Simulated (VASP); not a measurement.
# NiO in VASP: single point with PBE

Aim: the single point of NiO with PBE.

Everything below comes from runs of VASP 6.6.1. Logs are shortened: lines on timing, memory, paths and dates and some standing lists are left out, and cuts for length are marked.

## 1. The cell of the first run

The typed cell holds 2 atoms: a = 2.982 Å, b = 2.982 Å, c = 2.982 Å, α = 60.00°, β = 60.00°, γ = 60.00°.

## 2. Single point, PBE

Contents of INCAR:

```
  PREC = Accurate
  ENCUT = 520
  EDIFF = 1E-6
  ISMEAR = 0
  SIGMA = 0.05
  LREAL = F
  LASPH = T
  NELM = 60
  ALGO = Normal
  ISIF = 2
  LWAVE = F
  LCHARG = F
  GGA = PE
  NBANDS = 15
```

Contents of KPOINTS:

```
regular mesh
0
Gamma
  14 14 14
```

Contents of POSCAR:

```
NiO
1.0
    1.4909133174      0.8607792052      2.4344440826
   -1.4909133174      0.8607792052      2.4344440826
    0.0000000000     -1.7215584103      2.4344440826
Ni O
1 1
Direct
    1.0000000000      0.0000000000      0.0000000000
    0.5000000000      0.5000000000      0.5000000000
```

Potentials or basis: VASP PAW PBE potentials, release 64 (Ni, O).

On the command line:

```bash
$ cat potpaw_PBE.64/Ni/POTCAR potpaw_PBE.64/O/POTCAR > POTCAR
$ mpirun -np 1 vasp_std > vasp.out
```

OUTCAR:

```text
PREC = Accurate
   ENCUT = 520
   EDIFF = 1E-6
   ISMEAR = 0
   LREAL = F
   LASPH = T
   NELM = 60
   ISIF = 2
   GGA = PE

 ion  position               nearest neighbor table
   1  0.000  0.000  0.000-   2 2.11   2 2.11   2 2.11   2 2.11   2 2.11   2 2.11
   2  0.500  0.500  0.500-   1 2.11   1 2.11   1 2.11   1 2.11   1 2.11   1 2.11

  LATTYP: Found a trigonal (rhomboedric) cell.
 ALAT       =     2.9816574839
 COS(alpha) =     0.4999432679

  Lattice vectors:

 A1 = (   1.4909133174,   0.8607792052,   2.4344440826)
 A2 = (  -1.4909133174,   0.8607792052,   2.4344440826)
 A3 = (   0.0000000000,  -1.7215584103,   2.4344440826)

Analysis of symmetry for initial positions (statically):
=====================================================================
 Subroutine PRICEL returns:
 Original cell was already a primitive cell.

 Routine SETGRP: Setting up the symmetry group for a
 trigonal (rhombohedral) supercell.

 Subroutine GETGRP returns: Found 12 space group operations
 (whereof 12 operations were pure point group operations)
 out of a pool of 12 trial point group operations.

The static configuration has the point symmetry D_3d.

Analysis of symmetry for dynamics (positions and initial velocities):
=====================================================================
 Subroutine PRICEL returns:
 Original cell was already a primitive cell.

 Routine SETGRP: Setting up the symmetry group for a
 trigonal (rhombohedral) supercell.

 Subroutine GETGRP returns: Found 12 space group operations
 (whereof 12 operations were pure point group operations)
 out of a pool of 12 trial point group operations.

The dynamic configuration has the point symmetry D_3d.

 Subroutine INISYM returns: Found 12 space group operations
 (whereof 12 operations are pure point group operations),
 and found     1 'primitive' translations

----------------------------------------------------------------------------------------

                                     Primitive cell

  volume of cell :      18.7454

  direct lattice vectors                    reciprocal lattice vectors
     1.490913317  0.860779205  2.434444083     0.335364903  0.193623017  0.136923799
    -1.490913317  0.860779205  2.434444083    -0.335364903  0.193623017  0.136923799
     0.000000000 -1.721558410  2.434444083     0.000000000 -0.387246034  0.136923799

  length of vectors
     2.981657484  2.981657484  2.981657484     0.410740329  0.410740329  0.410740329

  position of ions in fractional coordinates (direct lattice)
     0.000000000  0.000000000  0.000000000
     0.500000000  0.500000000  0.500000000

  ion indices of the primitive-cell ions
   primitive index   ion index
                 1           1
                 2           2

----------------------------------------------------------------------------------------

 KPOINTS: regular mesh

Automatic generation of k-mesh.
 Grid dimensions read from file:
 generate k-points for:   14   14   14

 Generating k-lattice:

  Cartesian coordinates                     Fractional coordinates (reciprocal lattice)
     0.023954636  0.013830215  0.009780271     0.071428571 -0.000000000  0.000000000
    -0.023954636  0.013830215  0.009780271    -0.000000000  0.071428571  0.000000000
     0.000000000 -0.027660431  0.009780271     0.000000000  0.000000000  0.071428571

  Length of vectors
     0.029338595  0.029338595  0.029338595

  Shift w.r.t. Gamma in fractional coordinates (k-lattice)
     0.000000000  0.000000000  0.000000000

 Subroutine IBZKPT returns following result:
 ===========================================

 Found    288 irreducible k-points:

 Following reciprocal coordinates:
            Coordinates               Weight
  0.000000  0.000000  0.000000      1.000000
  0.071429  0.000000  0.000000      6.000000
  0.142857  0.000000  0.000000      6.000000
  0.214286  0.000000  0.000000      6.000000
  0.285714  0.000000  0.000000      6.000000
  0.357143  0.000000  0.000000      6.000000
[... 16 lines left out ...]
  0.214286  0.142857  0.000000     12.000000
  0.285714  0.142857  0.000000     12.000000
 [... further k-points ...]
   k-points           NKPTS =    288   k-points in BZ     NKDIM =    288   number of bands    NBANDS=     15
   number of dos      NEDOS =    301   number of ions     NIONS =      2
   total plane-waves  NPLWV =  13824
   dimension x,y,z NGX =    24 NGY =   24 NGZ =   24
   dimension x,y,z NGXF=    48 NGYF=   48 NGZF=   48
   ions per type =               1   1
   NGX,Y,Z   is equivalent  to a cutoff of  13.38, 13.38, 13.38 a.u.
   NGXF,Y,Z  is equivalent  to a cutoff of  26.76, 26.76, 26.76 a.u.
 SYSTEM =  unknown system
   PREC   = accura    normal or accurate (medium, high low for compatibility)
   ISTART =      0    job   : 0-new  1-cont  2-samecut
   ICHARG =      2    charge: 1-file 2-atom 10-const
   ISPIN  =      1    spin polarized calculation?
   LNONCOLLINEAR =      F non collinear calculations
   LSORBIT =      F    spin-orbit coupling
   LASPH  =      T    aspherical Exc in radial PAW
   ENCUT  =  520.0 eV  38.22 Ry    6.18 a.u.   5.54  5.54  5.54*2*pi/ulx,y,z
   NELM   =     60;   NELMIN=  2; NELMDL= -5     # of ELM steps
   EDIFF  = 0.1E-05   stopping-criterion for ELM
   LREAL  =      F    real-space projection
   EDIFFG = 0.1E-04   stopping-criterion for IOM
   NSW    =      0    number of steps for IOM
   IBRION =     -1    ionic relax: 0-MD 1-quasi-New 2-CG
   NFREE  =      0    steps in history (QN), initial steepest desc. (CG)
   ISIF   =      2    stress and relaxation
   ISYM   =      2    0-nonsym 1-usesym 2-fastsym
   POTIM  = 0.5000    time-step for ionic-motion
   TEBEG  =    0.0;   TEEND  =   0.0 temperature during run
   PSTRESS=    0.0 pullay stress
   NELECT =      16.0000    total number of electrons
   NUPDOWN=      -1.0000    fix difference up-down
   EMIN   =  10.00;   EMAX   =-10.00  energy-range for DOS
   EFERMI =   0.00;   METHOD = LEGACY
   ISMEAR =     0;   SIGMA  =   0.05  broadening in eV -4-tet -1-fermi 0-gaus
   EFERMI_NEDOS =   21; number of points for ismear=-14 and -15
   IALGO  =     38    algorithm
   IMIX   =      4    mixing-type and parameters
     AMIX     =   0.40;   BMIX     =  1.00
     AMIX_MAG =   1.60;   BMIX_MAG =  1.00
  volume/ion in A,a.u.               =       9.37        63.25
  Fermi-wavevector in a.u.,A,eV,Ry     =   1.552922  2.934598 32.811374  2.411568
  Thomas-Fermi vector in A             =   2.657228
   LORBIT       =      0    0 simple, 1 ext, 2 COOP (PROOUT), +10 PAW based schemes
   GGA     = PE    functional components
   LHFCALC =     F    Hartree Fock is set to
   AEXX    =    0.0000 exact exchange contribution
   IVDW    =     0    specifies the selected vdW correction
   LEPSILON=     F    determine dielectric tensor
   LRPA    =     F    only Hartree local field effects (RPA)
 non-spin polarized calculation
 Gauss-broadening in eV      SIGMA  =   0.05
  energy-cutoff  :      520.00
  volume of cell :       18.75
 maximum number of plane-waves:       531
 NGX is ok and might be reduce to    24
   NGX = 11   NGY = 11   NGZ = 11

 number of electron      16.0000014 magnetization

 Free energy of the ion-electron system (eV)
  ---------------------------------------------------
  ext. energy  EPLUGINS =         0.00000000
  ---------------------------------------------------
  free energy    TOTEN  =       -11.36259073 eV

  energy without entropy =      -11.35947436  energy(sigma->0) =      -11.36103255

 E-fermi :   7.3976     XC(G=0): -12.5175

 val. band max:        7.3889740025   @ k =  -0.3571   0.5000   0.3571
 cond. band min:       7.4015180540   @ k =  -0.2143   0.0714   0.0714
 fundamental gap:      0.0125440516
 Fermi energy:         7.3976261136

 k-point     1 :       0.0000    0.0000    0.0000
  band No.  band energies     occupation
      1     -12.7360      2.00000
      2       4.4531      2.00000
      3       4.4531      2.00000
      4       4.4536      2.00000
      5       5.6722      2.00000
      6       5.6722      2.00000
      7       5.6725      2.00000
      8       5.9749      2.00000
      9       5.9749      2.00000
     10       8.9428      0.00000
     11      25.2134      0.00000
     12      26.3420      0.00000
     13      26.3420      0.00000
     14      26.3444      0.00000
     15      29.5599      0.00000

 k-point     2 :       0.0714    0.0000    0.0000
  band No.  band energies     occupation
      1     -12.6819      2.00000
      2       3.9982      2.00000
      3       4.1980      2.00000
      4       4.1984      2.00000
      5       5.7250      2.00000
      6       5.7253      2.00000
      7       5.7925      2.00000
      8       6.2336      2.00000
      9       6.2337      2.00000
     10       9.3053      0.00000
     11      23.9195      0.00000
     12      26.1537      0.00000
     13      26.1557      0.00000
     14      27.0014      0.00000
     15      29.1529      0.00000

 k-point     3 :       0.1429    0.0000    0.0000
  band No.  band energies     occupation
      1     -12.5261      2.00000
      2       3.0598      2.00000
      3       3.7118      2.00000
      4       3.7123      2.00000
      5       5.8323      2.00000
      6       5.8326      2.00000
      7       5.9645      2.00000
      8       6.7734      2.00000
      9       6.7734      2.00000
     10      10.1548      0.00000
     11      22.0990      0.00000
     12      25.4364      0.00000
     13      25.4381      0.00000
     14      27.3822      0.00000
     15      28.8803      0.00000
[... 343 lines left out ...]
 k-point    23 :       0.2143    0.1429    0.0000
  band No.  band energies     occupation
      1     -12.2987      2.00000
      2       1.9849      2.00000
      3       3.5603      2.00000
      4       3.6485      2.00000
      5       5.5039      2.00000
      6       6.1060      2.00000
      7       6.3667      2.00000
      8       6.5385      2.00000
      9       7.1300      2.00000
     10      11.4929      0.00000
     11      21.4726      0.00000
     12      22.9561      0.00000
     13      24.2480      0.00000
     14      25.1364      0.00000
     15      31.2878      0.00000

 k-point    24 :       0.2857    0.1429    0.0000
  band No.  band energies     occupation
      1     -12.0714      2.00000
      2       1.3701      2.00000
      3       3.0186      2.00000
      4       3.2580      2.00000
      5       5.6300      2.00000
      6       6.2439      2.00000
      7       6.4824      2.00000
      8       6.9590      2.00000
      9       7.5724      0.00000
     10      12.3474      0.00000
     11      19.9668      0.00000
     12      21.8208      0.00000
     13      23.6240      0.00000
     14      25.9491      0.00000
     15      31.4957      0.00000

 [... further k-points ...]
[... 5 lines left out ...]
  --------------------------------------------------------------------------------------
  -------------------------------------------------------------------------------------
  Total       -0.8786101     -0.8786101     -0.8776875      0.0000000     -0.0000000      0.0000000
  in kB      -75.0950901    -75.0950901    -75.0162391      0.0000000     -0.0000000      0.0000000
  external PRESSURE =     -75.0688064 kB  Pullay stress =       0.0000000 kB

 VOLUME and BASIS-vectors are now :
 -----------------------------------------------------------------------------
  energy-cutoff  :      520.00
  volume of cell :       18.75
      direct lattice vectors                 reciprocal lattice vectors
     1.490913317  0.860779205  2.434444083     0.335364903  0.193623017  0.136923799
    -1.490913317  0.860779205  2.434444083    -0.335364903  0.193623017  0.136923799
     0.000000000 -1.721558410  2.434444083     0.000000000 -0.387246034  0.136923799

 POSITION                                       TOTAL-FORCE (eV/Angst)
 -----------------------------------------------------------------------------------
      0.00000      0.00000      0.00000         0.000000      0.000000     -0.000000
      0.00000      0.00000      3.65167        -0.000000      0.000000      0.000000
 -----------------------------------------------------------------------------------
    total drift:                               -0.000000      0.000000     -0.000000

  FREE ENERGIE OF THE ION-ELECTRON SYSTEM (eV)
  ---------------------------------------------------
  free  energy   TOTEN  =       -11.3625907327 eV

  energy  without entropy=      -11.3594743626  energy(sigma->0) =      -11.36103255
```

It took 24 s on 1 thread of Intel Xeon 6975P-C (Granite Rapids), shared host; peak memory 0.2 GiB.

What came out:

| Quantity | Value |
| --- | --- |
| Free energy | -11.3626 eV |
| Pressure | -7.5 GPa |
| Band gap on the k mesh | zero (band 8 reaches 8.68 eV, above the bottom of band 9 at 5.97 eV) |

Levels at points of the mesh, in eV from the Fermi level:
```csv
k point,band 5,band 6,band 7,band 8,band 9,band 10,band 11,band 12
"(0.00, 0.00, 0.00)",-1.73,-1.73,-1.73,-1.42,-1.42,1.55,17.82,18.94
"(0.50, 0.00, 0.00)",-0.95,-0.95,-0.60,1.28,1.28,5.67,9.85,14.09
"(0.50, 0.50, 0.00)",-2.64,-1.05,-0.70,-0.70,-0.59,6.32,10.42,12.42
"(0.50, 0.50, 0.50)",-0.95,-0.95,-0.60,1.28,1.28,5.67,9.85,14.09
```

Caveat: the run has no spin polarisation, though such a crystal can be magnetic; semilocal functionals often make such compounds metallic where correlation or magnetic order opens a gap, which also shifts bond lengths. Spin polarisation is off, so any magnetic state and its effect on volume and gap are missing.
